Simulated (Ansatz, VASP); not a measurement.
**One calculation of CaPb, two programs**

File INCAR:

```
  ALGO = Fast
  EDIFF = 1E-6
  ENCUT = 520
  GGA = CA
  ISIF = 2
  ISMEAR = 0
  LASPH = True
  LCHARG = True
  LELF = True
  LREAL = False
  LVHAR = True
  LWAVE = False
  NBANDS = 19
  NELM = 100
  PREC = Accurate
  SIGMA = 0.15
```

Contents of KPOINTS:

```
k-points
0
Gamma
  14 14 10
```

The input POSCAR:

```
CaPb
1.0
    3.0316402555      0.0000000000      0.0000000000
    0.0000000000      3.5666355947      0.0000000000
    0.0000000000      0.0000000000      4.6275118900
Ca Pb
1 1
Direct
    0.0000000000      0.0000000000      0.0000000000
    0.5000000000      0.5000000000      0.5000000000
```

Input for Ansatz:

```yaml
crystal:
  lattice:
    - [3.0316402555, 0.0, 0.0]
    - [0.0, 3.5666355947, 0.0]
    - [0.0, 0.0, 4.62751189]
  atoms:
    - { symbol: Ca, position: [0.0, 0.0, 0.0] }
    - { symbol: Pb, position: [0.5, 0.5, 0.5] }
basis:
  ecutwfc: 420
kpoints:
  mp_grid: { grid: [14, 14, 10] }
hamiltonian:
  xc: lda
scf:
  occupations: { method: gaussian, width: 0.15 }
output:
  forces: true
  stress: true
  eigenvalues: true
```

Change from the starting cell: strain -0.1500 x Voigt [1, 0, 0, 0, 0, 0], atoms carried along.

Alike in both runs: task single point; functional LDA; k mesh 14 × 14 × 10; occupations gaussian, width 0.15 eV; no spin polarisation.

|  | VASP | Ansatz |
| --- | --- | --- |
| version | VASP 6.6.1 | Ansatz 0.2.0 |
| potentials or method | VASP PAW LDA potentials, release 64 (Ca_sv, Pb_d), cutoff 520 eV | scalar-relativistic, plane waves, PAW |
| valence electrons in the cell | 24 | 24 |

```tsv
	VASP	Ansatz	Ansatz less VASP
gap on the k mesh at the Fermi level (eV)	none	none	-
pressure (GPa)	5.1	4.9	-0.17
traceless stress, the component that is largest in VASP (GPa)	10.59	10.60	+0.008
```

LDA's correlation is that of Perdew and Zunger in VASP and of Perdew and Wang (1992) in Ansatz. A gap of «none» marks a metal or a gap that the smearing closes.

Spin-orbit coupling is off throughout.
